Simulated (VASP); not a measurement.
BN, 2 atoms in the cell. It takes space group F-43m (No. 216, cubic). The conventional cell has a = 3.626 Å, b = 3.626 Å, c = 3.626 Å, α = 90.00°, β = 90.00°, γ = 90.00°. Within 2.1 Å of N (site symmetry -43m) lie 4 B at 1.57 Å. Within 2.1 Å of B (site symmetry -43m) lie 4 N at 1.57 Å. 

| Property | Result |
| --- | --- |
| Program | VASP 6.6.1 |
| Task | single point |
| Functional | PBEsol |
| Potentials or basis | VASP PAW PBE potentials, release 64 (N, B) |
| Cutoff | 520 eV |
| k mesh | 13 × 13 × 13 |
| Occupations | fermi-dirac, width 0.05 eV |
| Spin | no spin polarisation |
| Dipole correction | no |
| Further INCAR settings | ALGO = Normal; EDIFF = 1e-06; NBANDS = 11 |

Potentials or basis: VASP PAW PBE potentials, release 64 (N, B).

Command:

```sh
$ cat potpaw_PBE.64/N/POTCAR potpaw_PBE.64/B/POTCAR > POTCAR
$ mpirun -np 1 vasp_std > vasp.out
```

Hardware: 1 thread of Intel Xeon 8259CL (shared host).

Task: How long does it take, and how much memory?

Result: Run time: 19 s on 1 thread of Intel Xeon 8259CL, with other jobs on the host, peak memory 0.12 GiB. Counts: scf iterations 12, k points 84.
